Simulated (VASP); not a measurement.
WBrF4: single point with PBE

WBrF4:

```
W Br F
1.0
     3.67707    0.00000    0.00000
     0.00000    3.67707    0.00000
     0.00000    0.00000    6.74010
W Br F
1 1 4
Direct
  0.50000 0.50000 0.50000
  0.00000 0.00000 0.00000
  0.00000 0.00000 0.69479
  0.50000 0.50000 0.23085
  0.50000 0.50000 0.76915
  0.00000 0.00000 0.30521
```

The cell was generated, and may not be a known phase.

| Item | Value |
| --- | --- |
| Program | VASP 6.6.1 |
| Task | single point |
| Functional | PBE |
| Potentials or basis | VASP PAW PBE potentials, release 64 (W_sv, Br, F) |
| Cutoff | 520 eV |
| k mesh | 6 × 6 × 4 |
| Occupations | gaussian, width 0.1 eV |
| Spin | collinear spin |
| Starting moments | [0.42, 0.0, 0.02, -0.02, -0.02, 0.02] μB |

The pressure is 0.2 GPa. The largest force is 0.399 eV/Å, the net moment is 0.00 μB per cell and the valence electrons inside the program's atomic spheres are W 11.61; Br 4.67; F 6.00, 6.08 (each value once).

Forces in eV/Å, atoms in the order of the input:
```
W    0.000  0.000  0.000
Br   0.000  0.000  0.000
F    0.000  0.000 -0.207
F    0.000  0.000 -0.399
F    0.000  0.000  0.399
F    0.000  0.000  0.207
```

Stress tensor (GPa, compression positive):
```
-1.38  0.00  0.00
 0.00 -1.38  0.00
 0.00  0.00  3.27
```

Levels at points of the mesh, in eV from the Fermi level:
Spin up:
```tsv
k point	band 21	band 22	band 23	band 24	band 25	band 26	band 27	band 28
(0.00, 0.00, 0.00)	-3.81	-1.74	-1.24	-0.59	-0.59	0.22	1.24	1.24
(0.50, 0.00, 0.00)	-4.18	-2.29	-0.76	-0.63	0.40	0.89	1.20	1.60
(0.50, 0.50, 0.00)	-3.73	-1.86	-1.86	-0.19	0.77	0.96	0.96	2.01
(0.00, 0.00, 0.50)	-3.75	-2.11	-1.74	-0.71	-0.71	0.22	1.37	1.37
(0.50, 0.00, 0.50)	-3.72	-1.72	-0.95	-0.43	0.25	0.86	1.17	1.24
(0.50, 0.50, 0.50)	-3.66	-2.03	-2.03	-0.77	0.77	1.18	1.18	2.03
```
Spin down:
| k point | band 23 | band 24 | band 25 | band 26 | band 27 | band 28 |
| --- | --- | --- | --- | --- | --- | --- |
| (0.00, 0.00, 0.00) | -1.24 | -0.59 | -0.59 | 0.22 | 1.24 | 1.24 |
| (0.50, 0.00, 0.00) | -0.77 | -0.63 | 0.40 | 0.89 | 1.20 | 1.60 |
| (0.50, 0.50, 0.00) | -1.86 | -0.18 | 0.76 | 0.96 | 0.96 | 2.01 |
| (0.00, 0.00, 0.50) | -1.75 | -0.71 | -0.71 | 0.22 | 1.37 | 1.37 |
| (0.50, 0.00, 0.50) | -0.95 | -0.43 | 0.25 | 0.85 | 1.17 | 1.24 |
| (0.50, 0.50, 0.50) | -2.03 | -0.77 | 0.76 | 1.17 | 1.17 | 2.03 |

Run time: 2.8 min on 1 thread of Intel(R) Xeon(R) Platinum 8488C (Sapphire Rapids), with other jobs on the host, peak memory 0.32 GiB.

Caveat: spin-orbit coupling is left out, which moves the levels of the heavy elements.
